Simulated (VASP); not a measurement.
# BiO3 (ReO3 type) (Pm-3m) in VASP: single point with PBE

Aim: the single point of BiO3 (ReO3 type) with PBE.

All numbers are computed with VASP 6.6.1; they aren't measurements. Logs are shortened: lines on timing, memory, paths and dates and some standing lists are left out, and cuts for length are marked.

### 1 The cell of the first run

Symmetry: Pm-3m, No. 221, cubic system. Conventional cell: a = 4.256 Å, b = 4.256 Å, c = 4.256 Å, α = 90.00°, β = 90.00°, γ = 90.00°. Bi (site symmetry m-3m) has 6 O at 2.13 Å within 2.8 Å. Within 2.8 Å of O (site symmetry 4/mmm) lie 2 Bi at 2.13 Å.

### 2 Single point, PBE

INCAR reads:

```
PREC = Accurate
ENCUT = 520
EDIFF = 1E-6
ISMEAR = -1
SIGMA = 0.06122561905347299
LREAL = F
LASPH = T
NELM = 100
ALGO = Normal
ISIF = 2
LWAVE = F
LCHARG = T
GGA = PE
LELF = T
LVHAR = T
NBANDS = 24
```

KPOINTS reads:

```
Automatic mesh
0
Gamma
  26 26 26
```

POSCAR reads:

```
BiO3
1.0
    4.2555065357      0.0000000000      0.0000000000
    0.0000000000      4.2555065357      0.0000000000
    0.0000000000      0.0000000000      4.2555065357
Bi O
1 3
Direct
    0.0000000000      0.0000000000      0.0000000000
    0.5000000000      0.0000000000      0.0000000000
    0.0000000000      0.5000000000      0.0000000000
    0.0000000000      0.0000000000      0.5000000000
```

Potentials or basis: VASP PAW PBE potentials, release 64 (Bi_d, O).

Run with:

```bash
> cat potpaw_PBE.64/Bi_d/POTCAR potpaw_PBE.64/O/POTCAR > POTCAR
> mpirun -np 1 vasp_std > vasp.out
```

OUTCAR:

```text
PREC = Accurate
   ENCUT = 520
   EDIFF = 1E-6
   ISMEAR = -1
   LREAL = F
   LASPH = T
   NELM = 100
   ISIF = 2
   GGA = PE

 ion  position               nearest neighbor table
   1  0.000  0.000  0.000-   2 2.13   3 2.13   4 2.13   4 2.13   3 2.13   2 2.13
   2  0.500  0.000  0.000-   1 2.13   1 2.13
   3  0.000  0.500  0.000-   1 2.13   1 2.13
   4  0.000  0.000  0.500-   1 2.13   1 2.13

  LATTYP: Found a simple cubic cell.
 ALAT       =     4.2555065357

  Lattice vectors:

 A1 = (   4.2555065357,   0.0000000000,   0.0000000000)
 A2 = (   0.0000000000,   4.2555065357,   0.0000000000)
 A3 = (   0.0000000000,   0.0000000000,   4.2555065357)

Analysis of symmetry for initial positions (statically):
=====================================================================
 Subroutine PRICEL returns:
 Original cell was already a primitive cell.

 Routine SETGRP: Setting up the symmetry group for a
 simple cubic supercell.

 Subroutine GETGRP returns: Found 48 space group operations
 (whereof 48 operations were pure point group operations)
 out of a pool of 48 trial point group operations.

The static configuration has the point symmetry O_h .

Analysis of symmetry for dynamics (positions and initial velocities):
=====================================================================
 Subroutine PRICEL returns:
 Original cell was already a primitive cell.

 Routine SETGRP: Setting up the symmetry group for a
 simple cubic supercell.

 Subroutine GETGRP returns: Found 48 space group operations
 (whereof 48 operations were pure point group operations)
 out of a pool of 48 trial point group operations.

The dynamic configuration has the point symmetry O_h .

 Subroutine INISYM returns: Found 48 space group operations
 (whereof 48 operations are pure point group operations),
 and found     1 'primitive' translations

----------------------------------------------------------------------------------------

                                     Primitive cell

  volume of cell :      77.0644

  direct lattice vectors                    reciprocal lattice vectors
     4.255506536  0.000000000  0.000000000     0.234989652  0.000000000  0.000000000
     0.000000000  4.255506536  0.000000000     0.000000000  0.234989652  0.000000000
     0.000000000  0.000000000  4.255506536     0.000000000  0.000000000  0.234989652

  length of vectors
     4.255506536  4.255506536  4.255506536     0.234989652  0.234989652  0.234989652

  position of ions in fractional coordinates (direct lattice)
     0.000000000  0.000000000  0.000000000
     0.500000000  0.000000000  0.000000000
     0.000000000  0.500000000  0.000000000
     0.000000000  0.000000000  0.500000000

  ion indices of the primitive-cell ions
   primitive index   ion index
                 1           1
                 2           2
                 3           3
                 4           4

----------------------------------------------------------------------------------------

 KPOINTS: Automatic mesh

Automatic generation of k-mesh.
 Grid dimensions read from file:
 generate k-points for:   26   26   26

 Generating k-lattice:

  Cartesian coordinates                     Fractional coordinates (reciprocal lattice)
     0.009038064  0.000000000  0.000000000     0.038461538  0.000000000  0.000000000
     0.000000000  0.009038064  0.000000000     0.000000000  0.038461538  0.000000000
     0.000000000  0.000000000  0.009038064     0.000000000  0.000000000  0.038461538

  Length of vectors
     0.009038064  0.009038064  0.009038064

  Shift w.r.t. Gamma in fractional coordinates (k-lattice)
     0.000000000  0.000000000  0.000000000

 Subroutine IBZKPT returns following result:
 ===========================================

 Found    560 irreducible k-points:

 Following reciprocal coordinates:
            Coordinates               Weight
  0.000000  0.000000  0.000000      1.000000
  0.038462  0.000000  0.000000      6.000000
  0.076923  0.000000  0.000000      6.000000
  0.115385  0.000000  0.000000      6.000000
  0.153846  0.000000  0.000000      6.000000
  0.192308  0.000000  0.000000      6.000000
[... 16 lines left out ...]
  0.346154  0.038462  0.000000     24.000000
  0.384615  0.038462  0.000000     24.000000
 [... further k-points ...]
   k-points           NKPTS =    560   k-points in BZ     NKDIM =    560   number of bands    NBANDS=     24
   number of dos      NEDOS =    301   number of ions     NIONS =      4
   total plane-waves  NPLWV =  32768
   dimension x,y,z NGX =    32 NGY =   32 NGZ =   32
   dimension x,y,z NGXF=    64 NGYF=   64 NGZF=   64
   ions per type =               1   3
   NGX,Y,Z   is equivalent  to a cutoff of  12.50, 12.50, 12.50 a.u.
   NGXF,Y,Z  is equivalent  to a cutoff of  25.00, 25.00, 25.00 a.u.
 SYSTEM =  unknown system
   PREC   = accura    normal or accurate (medium, high low for compatibility)
   ISTART =      0    job   : 0-new  1-cont  2-samecut
   ICHARG =      2    charge: 1-file 2-atom 10-const
   ISPIN  =      1    spin polarized calculation?
   LNONCOLLINEAR =      F non collinear calculations
   LSORBIT =      F    spin-orbit coupling
   LASPH  =      T    aspherical Exc in radial PAW
   ENCUT  =  520.0 eV  38.22 Ry    6.18 a.u.   7.91  7.91  7.91*2*pi/ulx,y,z
   NELM   =    100;   NELMIN=  2; NELMDL= -5     # of ELM steps
   EDIFF  = 0.1E-05   stopping-criterion for ELM
   LREAL  =      F    real-space projection
[... 7 lines left out ...]
   TEBEG  =    0.0;   TEEND  =   0.0 temperature during run
   PSTRESS=    0.0 pullay stress
   NELECT =      33.0000    total number of electrons
   NUPDOWN=      -1.0000    fix difference up-down
   EMIN   =  10.00;   EMAX   =-10.00  energy-range for DOS
   EFERMI =   0.00;   METHOD = LEGACY
   ISMEAR =    -1;   SIGMA  =   0.06  broadening in eV -4-tet -1-fermi 0-gaus
   EFERMI_NEDOS =   21; number of points for ismear=-14 and -15
   IALGO  =     38    algorithm
   IMIX   =      4    mixing-type and parameters
     AMIX     =   0.40;   BMIX     =  1.00
     AMIX_MAG =   1.60;   BMIX_MAG =  1.00
  volume/ion in A,a.u.               =      19.27       130.01
  Fermi-wavevector in a.u.,A,eV,Ry     =   1.233942  2.331813 20.716419  1.522614
  Thomas-Fermi vector in A             =   2.368652
   LORBIT       =      0    0 simple, 1 ext, 2 COOP (PROOUT), +10 PAW based schemes
   GGA     = PE    functional components
   LHFCALC =     F    Hartree Fock is set to
   AEXX    =    0.0000 exact exchange contribution
   IVDW    =     0    specifies the selected vdW correction
   LEPSILON=     F    determine dielectric tensor
   LRPA    =     F    only Hartree local field effects (RPA)
 non-spin polarized calculation
  energy-cutoff  :      520.00
  volume of cell :       77.06
 maximum number of plane-waves:      2103
 NGX is ok and might be reduce to    32
   NGX = 15   NGY = 15   NGZ = 15

 number of electron      32.9999998 magnetization

 Free energy of the ion-electron system (eV)
  ---------------------------------------------------
  ext. energy  EPLUGINS =         0.00000000
  ---------------------------------------------------
  free energy    TOTEN  =       -19.19019505 eV

  energy without entropy =      -19.13076777  energy(sigma->0) =      -19.16048141

 E-fermi :  -0.2101     XC(G=0):  -8.3149

 val. band max:       -0.2102431222   @ k =   0.3846   0.2692   0.1538
 cond. band min:      -0.2100048039   @ k =   0.4231   0.2308   0.2308
 fundamental gap:      0.0002383183
 Fermi energy:        -0.2100622755

 k-point     1 :       0.0000    0.0000    0.0000
  band No.  band energies     occupation
      1     -22.3358      2.00000
      2     -22.3358      2.00000
      3     -21.7095      2.00000
      4     -21.7095      2.00000
      5     -21.7095      2.00000
      6     -18.0844      2.00000
[... 16 lines left out ...]
     23      13.2724      0.00000
     24      13.2724      0.00000

 k-point     2 :       0.0385    0.0000    0.0000
  band No.  band energies     occupation
      1     -22.3358      2.00000
      2     -22.3327      2.00000
      3     -21.7097      2.00000
      4     -21.7097      2.00000
      5     -21.7095      2.00000
      6     -18.0790      2.00000
[... 16 lines left out ...]
     23      13.2846      0.00000
     24      13.2889      0.00000

 k-point     3 :       0.0769    0.0000    0.0000
  band No.  band energies     occupation
      1     -22.3358      2.00000
      2     -22.3234      2.00000
      3     -21.7101      2.00000
      4     -21.7101      2.00000
      5     -21.7095      2.00000
      6     -18.0626      2.00000
[... 16 lines left out ...]
     23      13.3101      0.00000
     24      13.3377      0.00000

 k-point     4 :       0.1154    0.0000    0.0000
  band No.  band energies     occupation
      1     -22.3357      2.00000
      2     -22.3085      2.00000
      3     -21.7109      2.00000
      4     -21.7109      2.00000
      5     -21.7095      2.00000
      6     -18.0351      2.00000
[... 16 lines left out ...]
     23      13.3212      0.00000
     24      13.4172      0.00000

 k-point     5 :       0.1538    0.0000    0.0000
  band No.  band energies     occupation
      1     -22.3356      2.00000
      2     -22.2888      2.00000
      3     -21.7119      2.00000
      4     -21.7119      2.00000
      5     -21.7094      2.00000
      6     -17.9964      2.00000
[... 451 lines left out ...]
 k-point    22 :       0.3077    0.0385    0.0000
  band No.  band energies     occupation
      1     -22.3328      2.00000
      2     -22.1847      2.00000
      3     -21.7174      2.00000
      4     -21.7172      2.00000
      5     -21.7095      2.00000
      6     -17.7222      2.00000
[... 16 lines left out ...]
     23      12.3028      0.00000
     24      13.7987      0.00000

 k-point    23 :       0.3462    0.0385    0.0000
  band No.  band energies     occupation
      1     -22.3327      2.00000
      2     -22.1602      2.00000
      3     -21.7186      2.00000
      4     -21.7184      2.00000
      5     -21.7094      2.00000
      6     -17.6291      2.00000
[... 16 lines left out ...]
     23      11.9207      0.00000
     24      13.7851      0.00000

 k-point    24 :       0.3846    0.0385    0.0000
  band No.  band energies     occupation
      1     -22.3327      2.00000
      2     -22.1394      2.00000
      3     -21.7196      2.00000
      4     -21.7194      2.00000
      5     -21.7094      2.00000
      6     -17.5305      2.00000
[... 16 lines left out ...]
     23      11.5276      0.00000
     24      13.7962      0.00000

 [... further k-points ...]

------------------------ aborting loop because EDIFF is reached ----------------------------------------

  FORCE on cell =-STRESS in cart. coord.  units (eV):
  Direction    XX          YY          ZZ          XY          YZ          ZX
  --------------------------------------------------------------------------------------
  -------------------------------------------------------------------------------------
  Total       -1.3432005     -1.3432005     -1.3432005     -0.0000000     -0.0000000     -0.0000000
  in kB      -27.9252863    -27.9252863    -27.9252863     -0.0000000     -0.0000000     -0.0000000
  external PRESSURE =     -27.9252863 kB  Pullay stress =       0.0000000 kB

 VOLUME and BASIS-vectors are now :
 -----------------------------------------------------------------------------
  energy-cutoff  :      520.00
  volume of cell :       77.06
      direct lattice vectors                 reciprocal lattice vectors
     4.255506536  0.000000000  0.000000000     0.234989652  0.000000000  0.000000000
     0.000000000  4.255506536  0.000000000     0.000000000  0.234989652  0.000000000
     0.000000000  0.000000000  4.255506536     0.000000000  0.000000000  0.234989652

 POSITION                                       TOTAL-FORCE (eV/Angst)
 -----------------------------------------------------------------------------------
      0.00000      0.00000      0.00000         0.000000      0.000000      0.000000
      2.12775      0.00000      0.00000         0.000000      0.000000      0.000000
      0.00000      2.12775      0.00000         0.000000      0.000000      0.000000
      0.00000      0.00000      2.12775         0.000000      0.000000      0.000000
 -----------------------------------------------------------------------------------
    total drift:                                0.000000      0.000000     -0.000000

  FREE ENERGIE OF THE ION-ELECTRON SYSTEM (eV)
  ---------------------------------------------------
  free  energy   TOTEN  =       -19.1901950476 eV

  energy  without entropy=      -19.1307677734  energy(sigma->0) =      -19.16048141
```

Run time: 3.7 min. Hardware: 1 thread of Intel Xeon 6975P-C (Granite Rapids), shared host; peak memory 0.86 GiB.

Results:

```yaml
Free_energy: -19.1902 eV
Pressure: -2.8 GPa
Band_gap_on_the_k_mesh: zero (an odd number of electrons rules out a gap without spin polarisation)
```

Levels at points of the mesh, in eV from the Fermi level:
| k point | band 14 | band 15 | band 16 | band 17 | band 18 | band 19 | band 20 | band 21 |
| --- | --- | --- | --- | --- | --- | --- | --- | --- |
| (0.00, 0.00, 0.00) | -0.61 | -0.61 | -0.44 | -0.44 | -0.44 | 7.47 | 11.39 | 11.39 |
| (0.50, 0.00, 0.00) | -0.60 | -0.58 | -0.52 | -0.52 | 1.89 | 7.82 | 10.51 | 10.53 |
| (0.50, 0.50, 0.00) | -0.92 | -0.58 | -0.58 | 0.29 | 3.70 | 7.15 | 7.15 | 9.71 |
| (0.50, 0.50, 0.50) | -0.91 | 0.30 | 0.30 | 0.30 | 5.26 | 6.23 | 6.23 | 6.23 |

Caveat: spin-orbit coupling is left out, which moves the levels of the heavy elements; an odd number of electrons without spin polarisation forces a metal; a magnetic or distorted state may lie lower.
